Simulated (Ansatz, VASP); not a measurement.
**ZnS in VASP and in Ansatz**

```
Zn S
1.0
     0.00000    2.67826    2.67826
     2.67826    0.00000    2.67826
     2.67826    2.67826    0.00000
Zn S
1 1
Direct
  0.00000 0.00000 0.00000
  0.66916 0.77695 0.77695
```

Change from the starting cell: all S atoms moved +0.250 Å, as atom 2 towards its neighbour atom 1 (Zn) at 2.319 Å.

Alike in both runs: task single point; functional PBEsol; k mesh 10 × 10 × 10; occupations gaussian, width 0.05 eV; no spin polarisation.

|  | VASP | Ansatz |
| --- | --- | --- |
| version | VASP 6.6.1 | Ansatz 0.2.0 |
| potentials or method | VASP PAW PBE potentials, release 64 (Zn, S), cutoff 520 eV | scalar-relativistic, plane waves, PAW |
| valence electrons in the cell | 18 | 18 |

|  | VASP | Ansatz | Ansatz less VASP |
| --- | --- | --- | --- |
| gap on the k mesh at the Fermi level (eV) | 2.00 | 1.99 | -0.011 |
| least direct gap on the mesh (eV) | 2.00 | 1.99 | -0.011 |
| pressure (GPa) | 3.4 | 3.2 | -0.17 |
| traceless stress, the component that is largest in VASP (GPa) | -6.39 | -6.35 | +0.039 |
| rms of the force components (eV/Å) | 1.589 | 1.584 | -0.0056 |

VASP's potentials were made for PBE, not for PBEsol. Atom by atom the forces differ by 0.006 eV/Å (rms over components).
